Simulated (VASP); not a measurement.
Set up this calculation in VASP 6.6.1, as the native input.

```yaml
Task: single point
Functional: PBE
Potentials_or_basis: VASP PAW PBE potentials, release 64 (In_d, Se)
Cutoff: 520 eV
k_mesh: 8 × 8 × 6
Occupations: gaussian, width 0.05 eV
Spin: no spin polarisation
Dipole_correction: no
Further_INCAR_settings: ALGO = Normal; EDIFF = 1e-06; NBANDS = 27
```

The structure of InSe lies in POSCAR:

```
InSe
1.0
    5.7418854575     -2.0623790766     -0.1306417848
    5.7418854575      2.0623790766     -0.1306417848
   -1.6623467844      0.0000000000      5.4603689881
In Se
2 2
Direct
    0.8879009556      0.8879009556      0.0533034054
    0.1120990444      0.1120990444      0.9466965946
    0.6663292635      0.6663292635      0.6952062322
    0.3336707365      0.3336707365      0.3047937678
```

The input as run:

INCAR

```
SYSTEM = InSe
  PREC = Accurate
  ENCUT = 520
  EDIFF = 1E-6
  ISMEAR = 0
  SIGMA = 0.05
  LREAL = .False.
  LASPH = .True.
  NELM = 60
  ALGO = Normal
  ISIF = 2
  LWAVE = .False.
  LCHARG = .True.
  GGA = PE
  LELF = .True.
  LVHAR = .True.
  NBANDS = 27
```

KPOINTS

```
regular mesh
0
Gamma
  8 8 6
  0 0 0
```

Potentials or basis: VASP PAW PBE potentials, release 64 (In_d, Se).

Launch:

```console
$ cat potpaw_PBE.64/In_d/POTCAR potpaw_PBE.64/Se/POTCAR > POTCAR
$ mpirun -np 1 vasp_std > vasp.out
```

Results of the run:

```yaml
Pressure: 0.0 GPa
Largest_force: 0.015 eV/Å
Band_gap_on_the_k_mesh: 1.07 eV (least direct gap 1.22 eV)
```

Caveat: spin-orbit coupling is left out, which moves the levels of the heavy elements.

Run time: 5.8 min on 1 thread of Intel(R) Xeon(R) Platinum 8488C (Sapphire Rapids), on a shared host, peak memory 0.52 GiB.
